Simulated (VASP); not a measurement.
# ZrSi7 (P-43m) in VASP: further runs

The runs below take ZrSi7 through single point, with PBEsol.

Everything below comes from runs of VASP 6.6.1. Logs are shortened: lines on timing, memory, paths and dates and some standing lists are left out, and cuts for length are marked.

### 1 The cell of the first run

The structure is cubic, space group P-43m (No. 215). The conventional cell has a = 5.600 Å, b = 5.600 Å, c = 5.600 Å, α = 90.00°, β = 90.00°, γ = 90.00°. Within 3.4 Å of Zr (site symmetry -43m) lie 4 Si at 2.58 Å. Within 3.1 Å of Si (site symmetry 3m) lie 3 Si at 2.38 Å and 1 Zr at 2.58 Å. Within 3.1 Å of Si (site symmetry -42m) lie 4 Si at 2.38 Å.

### 2 Single point, PBEsol

File INCAR:

```
PREC     = Accurate       # precision mode
ENCUT    = 520            # plane-wave cutoff, eV
EDIFF    = 1E-7           # SCF threshold, eV
ISMEAR   = 0              # smearing method
SIGMA    = 0.1            # smearing width, eV
LREAL    = False          # projectors in reciprocal space
LASPH    = True           # aspherical terms in the spheres
NELM     = 100            # most SCF steps
ALGO     = Normal         # electronic algorithm
ISIF     = 2              # what is computed and relaxed
LWAVE    = False          # write WAVECAR
LCHARG   = True           # write CHGCAR
GGA      = PS             # functional
LELF     = True           # ELF
LVHAR    = True         
NBANDS   = 30             # bands
```

File KPOINTS:

```
regular mesh
0
Gamma
  4 4 4
```

File POSCAR:

```
ZrSi7
1.0
    5.5997225766      0.0000000000      0.0000000000
    0.0000000000      5.5997225766      0.0000000000
    0.0000000000      0.0000000000      5.5997225766
Zr Si
1 7
Direct
    0.0000000000      0.0000000000      0.0000000000
    0.2661487867      0.2661487867      0.2661487867
    0.0000000000      0.5000000000      0.5000000000
    0.5000000000      0.5000000000      0.0000000000
    0.5000000000      0.0000000000      0.5000000000
    0.7338512133      0.2661487867      0.7338512133
    0.7338512133      0.7338512133      0.2661487867
    0.2661487867      0.7338512133      0.7338512133
```

Potentials or basis: VASP PAW PBE potentials, release 64 (Zr_sv, Si).

Launch:

```bash
$ cat potpaw_PBE.64/Zr_sv/POTCAR potpaw_PBE.64/Si/POTCAR > POTCAR
$ mpirun -np 1 vasp_std > vasp.out
```

OUTCAR:

```text
PREC = Accurate
   ENCUT = 520
   EDIFF = 1E-7
   ISMEAR = 0
   LREAL = False
   LASPH = True
   NELM = 100
   ISIF = 2
   GGA = PS

 ion  position               nearest neighbor table
   1  0.000  0.000  0.000-   2 2.58   6 2.58   7 2.58   8 2.58
   2  0.266  0.266  0.266-   3 2.38   4 2.38   5 2.38   1 2.58
   3  0.000  0.500  0.500-   2 2.38   6 2.38   7 2.38   8 2.38
   4  0.500  0.500  0.000-   2 2.38   6 2.38   7 2.38   8 2.38
   5  0.500  0.000  0.500-   2 2.38   6 2.38   7 2.38   8 2.38
   6  0.734  0.266  0.734-   3 2.38   4 2.38   5 2.38   1 2.58
   7  0.734  0.734  0.266-   3 2.38   4 2.38   5 2.38   1 2.58
   8  0.266  0.734  0.734-   3 2.38   4 2.38   5 2.38   1 2.58

  LATTYP: Found a simple cubic cell.
 ALAT       =     5.5997225766

  Lattice vectors:

 A1 = (   5.5997225766,   0.0000000000,   0.0000000000)
 A2 = (   0.0000000000,   5.5997225766,   0.0000000000)
 A3 = (   0.0000000000,   0.0000000000,   5.5997225766)

Analysis of symmetry for initial positions (statically):
=====================================================================
 Subroutine PRICEL returns:
 Original cell was already a primitive cell.

 Routine SETGRP: Setting up the symmetry group for a
 simple cubic supercell.

 Subroutine GETGRP returns: Found 24 space group operations
 (whereof 24 operations were pure point group operations)
 out of a pool of 48 trial point group operations.

The static configuration has the point symmetry T_d .

Analysis of symmetry for dynamics (positions and initial velocities):
=====================================================================
 Subroutine PRICEL returns:
 Original cell was already a primitive cell.

 Routine SETGRP: Setting up the symmetry group for a
 simple cubic supercell.

 Subroutine GETGRP returns: Found 24 space group operations
 (whereof 24 operations were pure point group operations)
 out of a pool of 48 trial point group operations.

The dynamic configuration has the point symmetry T_d .

 Subroutine INISYM returns: Found 24 space group operations
 (whereof 24 operations are pure point group operations),
 and found     1 'primitive' translations

----------------------------------------------------------------------------------------

                                     Primitive cell

  volume of cell :     175.5899

  direct lattice vectors                    reciprocal lattice vectors
     5.599722577  0.000000000  0.000000000     0.178580275  0.000000000  0.000000000
     0.000000000  5.599722577  0.000000000     0.000000000  0.178580275  0.000000000
     0.000000000  0.000000000  5.599722577     0.000000000  0.000000000  0.178580275

  length of vectors
     5.599722577  5.599722577  5.599722577     0.178580275  0.178580275  0.178580275

  position of ions in fractional coordinates (direct lattice)
     0.000000000  0.000000000  0.000000000
     0.266148787  0.266148787  0.266148787
     0.000000000  0.500000000  0.500000000
     0.500000000  0.500000000  0.000000000
     0.500000000  0.000000000  0.500000000
     0.733851213  0.266148787  0.733851213
     0.733851213  0.733851213  0.266148787
     0.266148787  0.733851213  0.733851213

  ion indices of the primitive-cell ions
   primitive index   ion index
                 1           1
                 2           2
                 3           3
                 4           4
                 5           5
                 6           6
                 7           7
                 8           8

----------------------------------------------------------------------------------------

 KPOINTS: regular mesh

Automatic generation of k-mesh.
 Grid dimensions read from file:
 generate k-points for:    4    4    4

 Generating k-lattice:

  Cartesian coordinates                     Fractional coordinates (reciprocal lattice)
     0.044645069  0.000000000  0.000000000     0.250000000  0.000000000  0.000000000
     0.000000000  0.044645069  0.000000000     0.000000000  0.250000000  0.000000000
     0.000000000  0.000000000  0.044645069     0.000000000  0.000000000  0.250000000

  Length of vectors
     0.044645069  0.044645069  0.044645069

  Shift w.r.t. Gamma in fractional coordinates (k-lattice)
     0.000000000  0.000000000  0.000000000

 Subroutine IBZKPT returns following result:
 ===========================================

 Found     10 irreducible k-points:

 Following reciprocal coordinates:
            Coordinates               Weight
  0.000000  0.000000  0.000000      1.000000
  0.250000  0.000000  0.000000      6.000000
  0.500000  0.000000  0.000000      3.000000
  0.250000  0.250000  0.000000     12.000000
  0.500000  0.250000  0.000000     12.000000
  0.500000  0.500000  0.000000      3.000000
  0.250000  0.250000  0.250000      8.000000
  0.500000  0.250000  0.250000     12.000000
  0.500000  0.500000  0.250000      6.000000
  0.500000  0.500000  0.500000      1.000000
   k-points           NKPTS =     10   k-points in BZ     NKDIM =     10   number of bands    NBANDS=     30
   number of dos      NEDOS =    301   number of ions     NIONS =      8
   total plane-waves  NPLWV =  74088
   dimension x,y,z NGX =    42 NGY =   42 NGZ =   42
   dimension x,y,z NGXF=    84 NGYF=   84 NGZF=   84
   ions per type =               1   7
   NGX,Y,Z   is equivalent  to a cutoff of  12.47, 12.47, 12.47 a.u.
   NGXF,Y,Z  is equivalent  to a cutoff of  24.94, 24.94, 24.94 a.u.
 SYSTEM =  unknown system
   PREC   = accura    normal or accurate (medium, high low for compatibility)
   ISTART =      0    job   : 0-new  1-cont  2-samecut
   ICHARG =      2    charge: 1-file 2-atom 10-const
   ISPIN  =      1    spin polarized calculation?
   LNONCOLLINEAR =      F non collinear calculations
   LSORBIT =      F    spin-orbit coupling
   LASPH  =      T    aspherical Exc in radial PAW
   ENCUT  =  520.0 eV  38.22 Ry    6.18 a.u.  10.41 10.41 10.41*2*pi/ulx,y,z
   NELM   =    100;   NELMIN=  2; NELMDL= -5     # of ELM steps
   EDIFF  = 0.1E-06   stopping-criterion for ELM
   LREAL  =      F    real-space projection
   EDIFFG = 0.1E-05   stopping-criterion for IOM
   NSW    =      0    number of steps for IOM
   IBRION =     -1    ionic relax: 0-MD 1-quasi-New 2-CG
   NFREE  =      0    steps in history (QN), initial steepest desc. (CG)
   ISIF   =      2    stress and relaxation
   ISYM   =      2    0-nonsym 1-usesym 2-fastsym
   POTIM  = 0.5000    time-step for ionic-motion
   TEBEG  =    0.0;   TEEND  =   0.0 temperature during run
   PSTRESS=    0.0 pullay stress
   NELECT =      40.0000    total number of electrons
   NUPDOWN=      -1.0000    fix difference up-down
   EMIN   =  10.00;   EMAX   =-10.00  energy-range for DOS
   EFERMI =   0.00;   METHOD = LEGACY
   ISMEAR =     0;   SIGMA  =   0.10  broadening in eV -4-tet -1-fermi 0-gaus
   EFERMI_NEDOS =   21; number of points for ismear=-14 and -15
   IALGO  =     38    algorithm
   IMIX   =      4    mixing-type and parameters
     AMIX     =   0.40;   BMIX     =  1.00
     AMIX_MAG =   1.60;   BMIX_MAG =  1.00
  volume/ion in A,a.u.               =      21.95       148.12
  Fermi-wavevector in a.u.,A,eV,Ry     =   0.999835  1.889414 13.601335  0.999670
  Thomas-Fermi vector in A             =   2.132151
   LORBIT       =      0    0 simple, 1 ext, 2 COOP (PROOUT), +10 PAW based schemes
   GGA     = PS    functional components
   LHFCALC =     F    Hartree Fock is set to
   AEXX    =    0.0000 exact exchange contribution
   IVDW    =     0    specifies the selected vdW correction
   LEPSILON=     F    determine dielectric tensor
   LRPA    =     F    only Hartree local field effects (RPA)
 non-spin polarized calculation
 Gauss-broadening in eV      SIGMA  =   0.10
  energy-cutoff  :      520.00
  volume of cell :      175.59
 maximum number of plane-waves:      4748
 NGX is ok and might be reduce to    42
   NGX = 21   NGY = 21   NGZ = 21

 number of electron      40.0000000 magnetization

 Free energy of the ion-electron system (eV)
  ---------------------------------------------------
  ext. energy  EPLUGINS =         0.00000000
  ---------------------------------------------------
  free energy    TOTEN  =       -46.82182180 eV

  energy without entropy =      -46.80457037  energy(sigma->0) =      -46.81319608

 E-fermi :   5.3513     XC(G=0):  -9.4748

 val. band max:        5.2962341006   @ k =   0.5000   0.0000   0.0000
 cond. band min:       5.3892324245   @ k =   0.2500   0.0000   0.0000
 fundamental gap:      0.0929983239
 Fermi energy:         5.3512997634

 k-point     1 :       0.0000    0.0000    0.0000
  band No.  band energies     occupation
      1     -43.0758      2.00000
      2     -21.1996      2.00000
      3     -21.1996      2.00000
      4     -21.1996      2.00000
      5      -5.8434      2.00000
      6      -2.4249      2.00000
[... 22 lines left out ...]
     29       9.4175      0.00000
     30       9.5506      0.00000

 k-point     2 :       0.2500    0.0000    0.0000
  band No.  band energies     occupation
      1     -43.0758      2.00000
      2     -21.2001      2.00000
      3     -21.1995      2.00000
      4     -21.1995      2.00000
      5      -5.6120      2.00000
      6      -3.5985      2.00000
[... 22 lines left out ...]
     29       8.7285      0.00000
     30       9.4852      0.00000

 k-point     3 :       0.5000    0.0000    0.0000
  band No.  band energies     occupation
      1     -43.0758      2.00000
      2     -21.2006      2.00000
      3     -21.1995      2.00000
      4     -21.1995      2.00000
      5      -5.1654      2.00000
      6      -4.4508      2.00000
[... 22 lines left out ...]
     29       9.8431      0.00000
     30      10.1105      0.00000

 k-point     4 :       0.2500    0.2500    0.0000
  band No.  band energies     occupation
      1     -43.0758      2.00000
      2     -21.2000      2.00000
      3     -21.2000      2.00000
      4     -21.1995      2.00000
      5      -5.3875      2.00000
      6      -3.6551      2.00000
[... 22 lines left out ...]
     29       8.9359      0.00000
     30       9.5980      0.00000

 k-point     5 :       0.5000    0.2500    0.0000
  band No.  band energies     occupation
      1     -43.0758      2.00000
      2     -21.2006      2.00000
      3     -21.2000      2.00000
      4     -21.1994      2.00000
      5      -4.9470      2.00000
      6      -4.3209      2.00000
[... 22 lines left out ...]
     29       8.7796      0.00000
     30       9.9321      0.00000

 k-point     6 :       0.5000    0.5000    0.0000
  band No.  band energies     occupation
      1     -43.0758      2.00000
      2     -21.2005      2.00000
      3     -21.2005      2.00000
      4     -21.1994      2.00000
      5      -4.4220      2.00000
      6      -4.1606      2.00000
[... 22 lines left out ...]
     29       9.8456      0.00000
     30       9.9375      0.00000

 k-point     7 :       0.2500    0.2500    0.2500
  band No.  band energies     occupation
      1     -43.0758      2.00000
      2     -21.2000      2.00000
      3     -21.2000      2.00000
      4     -21.2000      2.00000
      5      -5.1724      2.00000
      6      -3.5942      2.00000
[... 22 lines left out ...]
     29       9.9038      0.00000
     30      10.2329      0.00000

 k-point     8 :       0.5000    0.2500    0.2500
  band No.  band energies     occupation
      1     -43.0758      2.00000
      2     -21.2005      2.00000
      3     -21.1999      2.00000
      4     -21.1999      2.00000
      5      -4.7448      2.00000
      6      -4.2200      2.00000
[... 22 lines left out ...]
     29       8.8958      0.00000
     30       9.1955      0.00000

 k-point     9 :       0.5000    0.5000    0.2500
  band No.  band energies     occupation
      1     -43.0758      2.00000
      2     -21.2004      2.00000
      3     -21.2004      2.00000
      4     -21.1999      2.00000
      5      -4.2619      2.00000
      6      -4.1021      2.00000
[... 22 lines left out ...]
     29       8.9524      0.00000
     30       9.1654      0.00000

 k-point    10 :       0.5000    0.5000    0.5000
  band No.  band energies     occupation
      1     -43.0758      2.00000
      2     -21.2003      2.00000
      3     -21.2003      2.00000
      4     -21.2003      2.00000
      5      -4.0383      2.00000
      6      -4.0383      2.00000
[... 22 lines left out ...]
     29       9.6543      0.00000
     30       9.6543      0.00000

------------------------ aborting loop because EDIFF is reached ----------------------------------------

  FORCE on cell =-STRESS in cart. coord.  units (eV):
  Direction    XX          YY          ZZ          XY          YZ          ZX
  --------------------------------------------------------------------------------------
  -------------------------------------------------------------------------------------
  Total        0.0985647      0.0985647      0.0985647      0.0000000      0.0000000      0.0000000
  in kB        0.8993574      0.8993574      0.8993574      0.0000000      0.0000000      0.0000000
  external PRESSURE =       0.8993574 kB  Pullay stress =       0.0000000 kB

 VOLUME and BASIS-vectors are now :
 -----------------------------------------------------------------------------
  energy-cutoff  :      520.00
  volume of cell :      175.59
      direct lattice vectors                 reciprocal lattice vectors
     5.599722577  0.000000000  0.000000000     0.178580275  0.000000000  0.000000000
     0.000000000  5.599722577  0.000000000     0.000000000  0.178580275  0.000000000
     0.000000000  0.000000000  5.599722577     0.000000000  0.000000000  0.178580275

 POSITION                                       TOTAL-FORCE (eV/Angst)
 -----------------------------------------------------------------------------------
      0.00000      0.00000      0.00000        -0.000000     -0.000000      0.000000
      1.49036      1.49036      1.49036         0.010359      0.010359      0.010359
      0.00000      2.79986      2.79986        -0.000000     -0.000000     -0.000000
      2.79986      2.79986      0.00000        -0.000000     -0.000000     -0.000000
      2.79986      0.00000      2.79986        -0.000000     -0.000000      0.000000
      4.10936      1.49036      4.10936        -0.010359      0.010359     -0.010359
      4.10936      4.10936      1.49036        -0.010359     -0.010359      0.010359
      1.49036      4.10936      4.10936         0.010359     -0.010359     -0.010359
 -----------------------------------------------------------------------------------
    total drift:                                0.000000      0.000000      0.000000

  FREE ENERGIE OF THE ION-ELECTRON SYSTEM (eV)
  ---------------------------------------------------
  free  energy   TOTEN  =       -46.8218217998 eV

  energy  without entropy=      -46.8045703654  energy(sigma->0) =      -46.81319608
```

Wall time 45 s (1 thread of Intel Xeon Platinum 8259CL at 2.50GHz (Skylake/Cascade Lake), shared host); peak memory 0.27 GiB.

What came out:

| Property | Result |
| --- | --- |
| Free energy | -46.8218 eV |
| Pressure | 0.1 GPa |
| Largest force | 0.018 eV/Å |
| Band gap on the k mesh | zero (bands 20 and 21 overlap by 0.17 eV) |

Forces on the atoms (eV/Å):
```
Zr   0.000  0.000  0.000
Si   0.010  0.010  0.010
Si   0.000  0.000  0.000
Si   0.000  0.000  0.000
Si   0.000  0.000  0.000
Si  -0.010  0.010 -0.010
Si  -0.010 -0.010  0.010
Si   0.010 -0.010 -0.010
```

Caveat: the PAW data sets were made with another functional, which shifts forces and pressure a little.

### 3 Single point, PBEsol

File INCAR:

```
PREC = Accurate
ENCUT = 520
EDIFF = 1E-6
ISMEAR = -1
SIGMA = 0.15
LREAL = F
LASPH = T
NELM = 100
ALGO = Normal
ISIF = 2
LWAVE = F
LCHARG = F
GGA = PS
NBANDS = 30
```

File KPOINTS:

```
regular mesh
0
Gamma
  6 6 6
```

File POSCAR:

```
ZrSi7
1.0
    5.5993081138      0.0000000000      0.0000000000
    0.0000000000      5.5993081138      0.0000000000
    0.0000000000      0.0000000000      5.5993081138
Zr Si
1 7
Direct
    0.0000000000      0.0000000000      0.0000000000
    0.2663053998      0.2663053998      0.2663053998
    0.0000000000      0.5000000000      0.5000000000
    0.5000000000      0.5000000000      0.0000000000
    0.5000000000      0.0000000000      0.5000000000
    0.7336946002      0.2663053998      0.7336946002
    0.7336946002      0.7336946002      0.2663053998
    0.2663053998      0.7336946002      0.7336946002
```

Potentials or basis: VASP PAW PBE potentials, release 64 (Zr_sv, Si).

Launch:

```bash
$ cat potpaw_PBE.64/Zr_sv/POTCAR potpaw_PBE.64/Si/POTCAR > POTCAR
$ mpirun -np 1 vasp_std > vasp.out
```

It took 75 s on 1 thread of Intel Xeon Platinum 8259CL at 2.50GHz (Skylake/Cascade Lake), shared host; peak memory 0.3 GiB.

It converged, with:

| Property | Result |
| --- | --- |
| Free energy | -46.8901 eV |
| Pressure | 0.1 GPa |
| Largest force | 0.007 eV/Å |
| Band gap on the k mesh | zero (bands 20 and 21 overlap by 0.17 eV) |

Forces in eV/Å, atoms in the order of the input:
```
Zr   0.000  0.000  0.000
Si   0.004  0.004  0.004
Si   0.000  0.000  0.000
Si   0.000  0.000  0.000
Si   0.000  0.000  0.000
Si  -0.004  0.004 -0.004
Si  -0.004 -0.004  0.004
Si   0.004 -0.004 -0.004
```

Levels at points of the mesh, in eV from the Fermi level:
| k point | band 18 | band 19 | band 20 | band 21 | band 22 | band 23 |
| --- | --- | --- | --- | --- | --- | --- |
| (0.00, 0.00, 0.00) | -0.92 | -0.92 | -0.92 | -0.41 | -0.41 | 0.69 |
| (0.50, 0.00, 0.00) | -1.24 | -0.24 | -0.24 | 0.78 | 0.93 | 1.30 |
| (0.50, 0.50, 0.00) | -1.58 | -0.26 | -0.26 | 1.08 | 1.24 | 1.67 |
| (0.50, 0.50, 0.50) | -0.92 | -0.92 | -0.92 | 0.77 | 0.77 | 1.08 |

Caveat: the PAW data sets were made with another functional, which shifts forces and pressure a little.
